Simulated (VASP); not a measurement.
# Cu (Fm-3m) in VASP: elastic constants with PBE

Aim: the elastic constants of Cu with PBE.

All numbers are computed with VASP 6.6.1; they aren't measurements. Logs are shortened: lines on timing, memory, paths and dates and some standing lists are left out, and cuts for length are marked.

### 1 The cell of the first run

It takes space group Fm-3m (No. 225, cubic). The conventional cell has a = 3.629 Å, b = 3.629 Å, c = 3.629 Å, α = 90.00°, β = 90.00°, γ = 90.00°. Cu (site symmetry m-3m) has 12 Cu at 2.57 Å within 3.4 Å.

### 2 Elastic constants, PBE

Contents of INCAR:

```
SYSTEM = Cu
PREC     = Accurate       ! precision mode
ENCUT    = 600            ! plane-wave cutoff, eV
EDIFF    = 1E-8           ! SCF threshold, eV
ISMEAR   = -1             ! smearing method
SIGMA    = 0.15           ! smearing width, eV
LREAL    = .FALSE.        ! projectors in reciprocal space
LASPH    = .TRUE.         ! aspherical terms in the spheres
NELM     = 100            ! most SCF steps
ALGO     = Fast           ! electronic algorithm
ISIF     = 3              ! what is computed and relaxed
LWAVE    = .FALSE.        ! write WAVECAR
LCHARG   = .FALSE.        ! write CHGCAR
GGA      = PE             ! functional
NBANDS   = 12             ! bands
IBRION   = 6              ! ionic algorithm
NFREE    = 2            
POTIM    = 0.015          ! step
NSW      = 1              ! ionic steps
```

Contents of KPOINTS:

```
Automatic mesh
0
G
  20 20 20
  0 0 0
```

Contents of POSCAR:

```
Cu
1.0
    0.0000000000      1.8147254140      1.8147254140
    1.8147254140      0.0000000000      1.8147254140
    1.8147254140      1.8147254140      0.0000000000
Cu
1
Direct
    0.0000000000      0.0000000000      0.0000000000
```

Potentials or basis: VASP PAW PBE potentials, release 64 (Cu).

Launch:

```
$ cat potpaw_PBE.64/Cu/POTCAR > POTCAR
$ mpirun -np 1 vasp_std > vasp.out
```

OUTCAR:

```text
SYSTEM = Cu
   PREC = Accurate
   ENCUT = 600
   EDIFF = 1E-8
   ISMEAR = -1
   LREAL = .FALSE.
   LASPH = .TRUE.
   NELM = 100
   ISIF = 3
   GGA = PE
   IBRION = 6
   NFREE = 2
   POTIM = 0.015
   NSW = 1

 ion  position               nearest neighbor table
   1  0.000  0.000  0.000-

  LATTYP: Found a face centered cubic cell.
 ALAT       =     3.6294508280

  Lattice vectors:

 A1 = (   0.0000000000,   1.8147254140,   1.8147254140)
 A2 = (   1.8147254140,   0.0000000000,   1.8147254140)
 A3 = (   1.8147254140,   1.8147254140,   0.0000000000)

Analysis of symmetry for initial positions (statically):
=====================================================================
 Subroutine PRICEL returns:
 Original cell was already a primitive cell.

 Routine SETGRP: Setting up the symmetry group for a
 face centered cubic supercell.

 Subroutine GETGRP returns: Found 48 space group operations
 (whereof 48 operations were pure point group operations)
 out of a pool of 48 trial point group operations.

The static configuration has the point symmetry O_h .

Analysis of symmetry for dynamics (positions and initial velocities):
=====================================================================
 Subroutine PRICEL returns:
 Original cell was already a primitive cell.

 Routine SETGRP: Setting up the symmetry group for a
 face centered cubic supercell.

 Subroutine GETGRP returns: Found 48 space group operations
 (whereof 48 operations were pure point group operations)
 out of a pool of 48 trial point group operations.

The dynamic configuration has the point symmetry O_h .

 Subroutine INISYM returns: Found 48 space group operations
 (whereof 48 operations are pure point group operations),
 and found     1 'primitive' translations

----------------------------------------------------------------------------------------

                                     Primitive cell

  volume of cell :      11.9526

  direct lattice vectors                    reciprocal lattice vectors
     0.000000000  1.814725414  1.814725414    -0.275523777  0.275523777  0.275523777
     1.814725414  0.000000000  1.814725414     0.275523777 -0.275523777  0.275523777
     1.814725414  1.814725414  0.000000000     0.275523777  0.275523777 -0.275523777

  length of vectors
     2.566409292  2.566409292  2.566409292     0.477221180  0.477221180  0.477221180

  position of ions in fractional coordinates (direct lattice)
     0.000000000  0.000000000  0.000000000

  ion indices of the primitive-cell ions
   primitive index   ion index
                 1           1

----------------------------------------------------------------------------------------

 KPOINTS: Automatic mesh

Automatic generation of k-mesh.
 Grid dimensions read from file:
 generate k-points for:   20   20   20

 Generating k-lattice:

  Cartesian coordinates                     Fractional coordinates (reciprocal lattice)
    -0.013776189  0.013776189  0.013776189     0.050000000  0.000000000  0.000000000
     0.013776189 -0.013776189  0.013776189     0.000000000  0.050000000  0.000000000
     0.013776189  0.013776189 -0.013776189     0.000000000  0.000000000  0.050000000

  Length of vectors
     0.023861059  0.023861059  0.023861059
[... 100 lines left out ...]
  ext. energy  EPLUGINS =         0.00000000
  ---------------------------------------------------
  free energy    TOTEN  =        -3.73936844 eV

  energy without entropy =       -3.71755499  energy(sigma->0) =       -3.72846172

------------------------ aborting loop because EDIFF is reached ----------------------------------------

  FORCE on cell =-STRESS in cart. coord.  units (eV):
  Direction    XX          YY          ZZ          XY          YZ          ZX
  --------------------------------------------------------------------------------------
  -------------------------------------------------------------------------------------
  Total        0.0510146      0.0510146      0.0510146     -0.0000000      0.0000000     -0.0000000
  in kB        6.8382092      6.8382092      6.8382092     -0.0000000      0.0000000     -0.0000000
  external PRESSURE =       6.8382092 kB  Pullay stress =       0.0000000 kB
[... 86 lines left out ...]
  FREE ENERGIE OF THE ION-ELECTRON SYSTEM (eV)
  ---------------------------------------------------
  free  energy   TOTEN  =        -3.7370808992 eV

  energy  without entropy=       -3.7154187144  energy(sigma->0) =       -3.72624981

[... ionic steps 4 to 12 ...]

--------------------------------------- Ionic step       13  -------------------------------------------

 number of electron      10.9999998 magnetization

------------------------ aborting loop because EDIFF is reached ----------------------------------------
[... 65 lines left out ...]
--------------------------------------- Ionic step       15  -------------------------------------------

 number of electron      10.9999999 magnetization

 Free energy of the ion-electron system (eV)
  ---------------------------------------------------
  ext. energy  EPLUGINS =         0.00000000
  ---------------------------------------------------
  free energy    TOTEN  =        -3.73936906 eV

  energy without entropy =       -3.71755567  energy(sigma->0) =       -3.72846237

 E-fermi :   7.4490     XC(G=0): -12.6571

 val. band max:        7.3888630916   @ k =   0.5000   0.2500   0.1000
 cond. band min:       7.4547242357   @ k =   0.5000   0.3500   0.1500
 fundamental gap:      0.0658611441
 Fermi energy:         7.4490112391

 k-point     1 :       0.0000    0.0000    0.0000
  band No.  band energies     occupation
      1      -1.8226      2.00000
      2       4.4434      2.00000
      3       4.4434      2.00000
      4       4.4434      2.00000
      5       5.2499      2.00000
      6       5.2499      2.00000
      7      29.9360      0.00000
      8      32.4874      0.00000
      9      32.4874      0.00000
     10      32.4896      0.00000
     11      34.9693      0.00000
     12      34.9693      0.00000
[... 331 lines left out ...]
 k-point    24 :      -0.3500    0.0500    0.0000
  band No.  band energies     occupation
      1       1.9652      2.00000
      2       4.4694      2.00000
      3       4.5085      2.00000
      4       4.6466      2.00000
      5       5.5598      1.99999
      6       5.8389      1.99996
      7      14.6470      0.00000
      8      27.0931      0.00000
      9      29.4906      0.00000
     10      30.4010      0.00000
     11      32.7314      0.00000
     12      34.4532      0.00000

 [... further k-points ...]

------------------------ aborting loop because EDIFF is reached ----------------------------------------

  FORCE on cell =-STRESS in cart. coord.  units (eV):
  Direction    XX          YY          ZZ          XY          YZ          ZX
  --------------------------------------------------------------------------------------
  -------------------------------------------------------------------------------------
  Total        0.0514873      0.0514873      0.0514873     -0.0000000     -0.0000000      0.0000000
  in kB        6.9015672      6.9015672      6.9015672     -0.0000000     -0.0000000      0.0000000
  external PRESSURE =       6.9015672 kB  Pullay stress =       0.0000000 kB
[... 16 lines left out ...]
  FREE ENERGIE OF THE ION-ELECTRON SYSTEM (eV)
  ---------------------------------------------------
  free  energy   TOTEN  =        -3.7393690614 eV

  energy  without entropy=       -3.7175556714  energy(sigma->0) =       -3.72846237

 INTERNAL STRAIN TENSORS FROM STRAINED CELLS
 ============================================

 INTERNAL STRAIN TENSOR FOR ION    1 for displacements in x,y,z  (eV/Angst):
          X           Y           Z          XY          YZ          ZX
  --------------------------------------------------------------------------------
  x    -0.00000    -0.00000    -0.00000    -0.00000     0.00000     0.00000
  y    -0.00000    -0.00000     0.00000     0.00000    -0.00000     0.00000
  z    -0.00000     0.00000    -0.00000     0.00000    -0.00000     0.00000

 INTERNAL STRAIN TENSORS FROM DISPLACED ATOMS
 ============================================

 INTERNAL STRAIN TENSOR FOR ION    1 for displacements in x,y,z  (eV/Angst):
          X           Y           Z          XY          YZ          ZX
  --------------------------------------------------------------------------------
  x     0.00000     0.00000     0.00000     0.00000     0.00000     0.00000
  y     0.00000     0.00000     0.00000     0.00000     0.00000     0.00000
  z     0.00000     0.00000     0.00000     0.00000     0.00000     0.00000

 Eigenvectors and eigenvalues of the dynamical matrix
 ----------------------------------------------------

   1 f/i=    0.000000 THz     0.000000 2PiTHz    0.000000 cm-1     0.000000 meV
             X         Y         Z           dx          dy          dz
      0.000000  0.000000  0.000000     0.740325   -0.672249    0.000000

   2 f/i=    0.000000 THz     0.000000 2PiTHz    0.000000 cm-1     0.000000 meV
             X         Y         Z           dx          dy          dz
      0.000000  0.000000  0.000000    -0.672249   -0.740325    0.000000

   3 f/i=    0.000000 THz     0.000000 2PiTHz    0.000000 cm-1     0.000000 meV
             X         Y         Z           dx          dy          dz
      0.000000  0.000000  0.000000     0.000000    0.000000    1.000000

--------------------------------------------------------------------------------------------------------

 ELASTIC MODULI CONTR FROM IONIC RELAXATION (kBar)
 Direction    XX          YY          ZZ          XY          YZ          ZX
 --------------------------------------------------------------------------------
 XX           0.0000      0.0000      0.0000      0.0000      0.0000      0.0000
 YY           0.0000      0.0000      0.0000      0.0000      0.0000      0.0000
 ZZ           0.0000      0.0000      0.0000      0.0000      0.0000      0.0000
 XY           0.0000      0.0000      0.0000      0.0000      0.0000      0.0000
 YZ           0.0000      0.0000      0.0000      0.0000      0.0000      0.0000
 ZX           0.0000      0.0000      0.0000      0.0000      0.0000      0.0000
 --------------------------------------------------------------------------------

 TOTAL ELASTIC MODULI (kBar)
 Direction    XX          YY          ZZ          XY          YZ          ZX
 --------------------------------------------------------------------------------
 XX        1790.0377   1243.6586   1243.6586     -0.0000      0.0000     -0.0000
 YY        1243.6586   1790.0377   1243.6586     -0.0000     -0.0000     -0.0000
 ZZ        1243.6586   1243.6586   1790.0377      0.0000      0.0000     -0.0000
 XY          -0.0000     -0.0000      0.0000    814.6012      0.0000     -0.0000
 YZ           0.0000     -0.0000      0.0000      0.0000    814.6012      0.0000
 ZX          -0.0000     -0.0000     -0.0000     -0.0000      0.0000    814.6012
 --------------------------------------------------------------------------------
```

It took 17 min on 1 thread of Intel Xeon 6975P-C (Granite Rapids), shared host; peak memory 0.74 GiB.

Results:

* Elastic constants C11, C12, C44: 179, 124, 81 GPa
* Voigt bulk modulus: 143 GPa

Elastic tensor in Voigt notation (GPa, in the Cartesian axes of the cell as first typed):
```
179 124 124   0   0   0
124 179 124   0   0   0
124 124 179   0   0   0
  0   0   0  81   0   0
  0   0   0   0  81   0
  0   0   0   0   0  81
```

Clamped-ion elastic tensor (GPa):
```
179 124 124   0   0   0
124 179 124   0   0   0
124 124 179   0   0   0
  0   0   0  81   0   0
  0   0   0   0  81   0
  0   0   0   0   0  81
```
